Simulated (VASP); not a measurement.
Write the native input for VASP 6.6.1 that does the following.

| Property | Result |
| --- | --- |
| Task | relaxation of cell and atoms |
| Functional | PBE |
| Potentials or basis | VASP PAW PBE potentials, release 64 (Tc_pv) |
| Cutoff | 600 eV |
| k mesh | 18 × 18 × 10 |
| Occupations | gaussian, width 0.05 eV |
| Spin | no spin polarisation |
| Dipole correction | no |
| Further INCAR settings | ALGO = Fast; EDIFF = 1e-06; IBRION = 2; EDIFFG = -0.01; NSW = 80; ISIF = 3 |

The structure of Tc lies in POSCAR:

```
Tc
1.0
    2.7400000000      0.0000000000      0.0000000000
   -1.3700000000      2.3729096064      0.0000000000
    0.0000000000      0.0000000000      4.3980000000
Tc
2
Direct
    0.3333333333      0.6666666667      0.2500000000
    0.6666666667      0.3333333333      0.7500000000
```

The input as run:

INCAR

```
ALGO     = Fast           # electronic algorithm
EDIFF    = 1E-6           # SCF threshold, eV
EDIFFG   = -0.01          # ionic threshold
ENCUT    = 600            # plane-wave cutoff, eV
GGA      = PE             # functional
IBRION   = 2              # ionic algorithm
ISIF     = 3              # what is computed and relaxed
ISMEAR   = 0              # smearing method
LASPH    = T              # aspherical terms in the spheres
LCHARG   = F              # write CHGCAR
LREAL    = F              # projectors in reciprocal space
LWAVE    = F              # write WAVECAR
NELM     = 60             # most SCF steps
NSW      = 80             # ionic steps
PREC     = Accurate       # precision mode
SIGMA    = 0.05           # smearing width, eV
```

KPOINTS

```
k-points
0
Gamma
  18 18 10
```

Potentials or basis: VASP PAW PBE potentials, release 64 (Tc_pv).

Command:

```console
$ cat potpaw_PBE.64/Tc_pv/POTCAR > POTCAR
$ mpirun -np 1 vasp_std > vasp.out
```

Results of the run:

- Relaxed volume: 14.41 Å³/atom
- Relaxed cell: a = 2.751 Å, b = 2.751 Å, c = 4.398 Å, α = 90.00°, β = 90.00°, γ = 120.00°
- Space group after relaxing (to 0.1 Å): P6_3/mmc (No. 194)
- Energy gained by relaxing: 0.9 meV/atom
- Ionic steps: 5
- Pressure after relaxing: 0.0 GPa
- Band gap on the k mesh: zero (bands 13 and 14 overlap by 3.37 eV)

Run time: 7.3 min on 1 thread of Intel Xeon 8259CL, with other jobs on the host, peak memory 0.25 GiB.
